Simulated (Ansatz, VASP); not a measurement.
# ZnF2 in VASP and in Ansatz

File POSCAR:

```
ZnF2
1.0
    4.7038118600      0.0000000000      0.0000000000
    0.0000000000      4.7038118600      0.0000000000
    0.0000000000      0.0000000000      3.1291321000
Zn F
2 4
Direct
    0.0000000000      0.0000000000      0.0000000000
    0.5000000000      0.5000000000      0.5000000000
    0.3032131100      0.3032131100      0.0000000000
    0.1967868900      0.8032131100      0.5000000000
    0.6967868900      0.6967868900      0.0000000000
    0.8032131100      0.1967868900      0.5000000000
```

Contents of INCAR.step1:

```
SYSTEM = ZnF2
PREC = Accurate
ENCUT = 580
ISMEAR = -1
SIGMA = 0.02
LREAL = .False.
LASPH = .True.
NELM = 120
GGA = PE
ALGO = Normal
EDIFF = 1E-5
LWAVE = .True.
LCHARG = .False.
GGA_COMPAT = .False.
IBRION = 2
EDIFFG = -0.01
NELMIN = 4
NSW = 100
KPAR = 4
```

File INCAR.step2:

```
SYSTEM = ZnF2
PREC = Accurate
ENCUT = 580
EDIFF = 1E-7
ISMEAR = -1
SIGMA = 0.02
LREAL = .False.
LASPH = .True.
NELM = 120
ALGO = Normal
ISIF = 2
LWAVE = .False.
LCHARG = .False.
METAGGA = R2SCAN
LMIXTAU = .True.
IBRION = 2
NSW = 50
EDIFFG = -0.01
ISTART = 1
GGA_COMPAT = .False.
NELMIN = 4
KPAR = 4
```

File KPOINTS:

```
Automatic mesh
0
Gamma
  6 6 10
  0 0 0
```

Input for Ansatz:

```yaml
crystal:
  lattice:
    - [4.70381186, 0.0, 0.0]
    - [0.0, 4.70381186, 0.0]
    - [0.0, 0.0, 3.1291321]
  atoms:
    - { symbol: Zn, position: [0.0, 0.0, 0.0] }
    - { symbol: Zn, position: [0.5, 0.5, 0.5] }
    - { symbol: F, position: [0.30321311, 0.30321311, 0.0] }
    - { symbol: F, position: [0.19678689, 0.80321311, 0.5] }
    - { symbol: F, position: [0.69678689, 0.69678689, 0.0] }
    - { symbol: F, position: [0.80321311, 0.19678689, 0.5] }
  symmetry: { tolerance: 0.0003 }
hamiltonian:
  xc: r2scan
  pseudopotentials: { kind: paw, azcp: { folder: soft_1 } }
basis:
  ecutwfc: 500
magnetization:
  spin_polarized: false
scf:
  occupations: { method: fermi_dirac, width: 0.02 }
kpoints:
  mp_grid: { grid: [6, 6, 10], shift: [0, 0, 0] }
  band_path:
    path:
      - [0.0, 0.0, 0.0]
      - [0.0, 0.5, 0.0]
      - [0.5, 0.5, 0.0]
      - [0.0, 0.0, 0.0]
      - [0.0, 0.0, 0.5]
      - [0.0, 0.5, 0.5]
      - [0.5, 0.5, 0.5]
      - [0.0, 0.0, 0.5]
      - [0.0, 0.5, 0.0]
      - [0.0, 0.5, 0.5]
      - [0.5, 0.5, 0.0]
    npoints: 7
output:
  forces: true
  stress: true
  eigenvalues: true
  write_potential: true
  elf: true
  volumetric_format: npy
  dos: { e_range: [-12, 8], de: 0.05 }
relax:
  max_steps: 30
```

Alike in both runs: task relaxation of the atoms; functional r2SCAN; k mesh 6 × 6 × 10; occupations fermi-dirac, width 0.02 eV; no spin polarisation.

|  | VASP | Ansatz |
| --- | --- | --- |
| version | VASP 6.6.1 | Ansatz 0.2.0 |
| potentials or method | VASP PAW PBE potentials, release 64 (Zn, F), cutoff 580 eV | PAW plane waves |
| valence electrons in the cell | 52 | 52 |

```tsv
	VASP	Ansatz	Ansatz less VASP
gap on the k mesh at the Fermi level, each at its own relaxed structure (eV)	4.21	4.27	+0.060
```

VASP's potentials were made for PBE, not for r2SCAN. Ansatz's warnings: stress scf threshold loose.
